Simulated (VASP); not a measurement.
**YMgC4N4: single point with PBE**

YMgC4N4:

```
CELL_PARAMETERS angstrom
6.18919 0.00000 0.00000
0.00000 6.18919 0.00000
0.00000 0.00000 6.18919
ATOMIC_POSITIONS crystal
Y 0.50000 0.50000 0.50000
Mg 0.00000 0.00000 0.00000
C 0.18470 0.18470 0.18470
C 0.18470 0.81530 0.81530
C 0.81530 0.18470 0.81530
C 0.81530 0.81530 0.18470
N 0.29384 0.29384 0.29384
N 0.29384 0.70616 0.70616
N 0.70616 0.29384 0.70616
N 0.70616 0.70616 0.29384
```

| Property | Result |
| --- | --- |
| Program | VASP 6.6.1 |
| Task | single point |
| Functional | PBE |
| Potentials or basis | VASP PAW PBE potentials, release 64 (Y_sv, Mg_sv, C, N) |
| Cutoff | 750 eV |
| k mesh | 4 × 4 × 4 |
| Occupations | gaussian, width 0.1 eV |
| Spin | no spin polarisation |
| Dipole correction | no |
| Mended | yes |
| Further INCAR settings | ALGO = Normal; EDIFF = 1e-06; NBANDS = 40 |

```json
{"Pressure": "6.6 GPa", "Largest force": "0.786 eV/Å", "Band gap on the k mesh": "zero (an odd number of electrons rules out a gap without spin polarisation)"}
```

Forces in eV/Å, atoms in the order of the input:
```
Y    0.000  0.000  0.000
Mg   0.000  0.000  0.000
C    0.454  0.454  0.454
C    0.454 -0.454 -0.454
C   -0.454  0.454 -0.454
C   -0.454 -0.454  0.454
N    0.423  0.423  0.423
N    0.423 -0.423 -0.423
N   -0.423  0.423 -0.423
N   -0.423 -0.423  0.423
```

Levels at points of the mesh, in eV from the Fermi level:
| k point | band 24 | band 25 | band 26 | band 27 | band 28 | band 29 | band 30 | band 31 | band 32 | band 33 |
| --- | --- | --- | --- | --- | --- | --- | --- | --- | --- | --- |
| (0.00, 0.00, 0.00) | -6.05 | -6.05 | -5.54 | -5.54 | -5.54 | 0.01 | 0.01 | 0.10 | 0.10 | 0.10 |
| (0.50, 0.00, 0.00) | -6.09 | -6.09 | -5.72 | -5.64 | -5.64 | -0.10 | 0.60 | 0.60 | 0.63 | 0.63 |
| (0.50, 0.50, 0.00) | -6.15 | -6.06 | -5.79 | -5.64 | -5.64 | -0.06 | 0.58 | 0.65 | 1.15 | 1.15 |
| (0.50, 0.50, 0.50) | -5.95 | -5.95 | -5.62 | -5.62 | -5.62 | 0.02 | 0.02 | 0.72 | 0.72 | 0.72 |

Run time: 2.3 min on 1 thread of Intel(R) Xeon(R) Platinum 8488C (Sapphire Rapids), with other jobs on the host, peak memory 0.54 GiB.

Caveat: the cell stands under pressure.
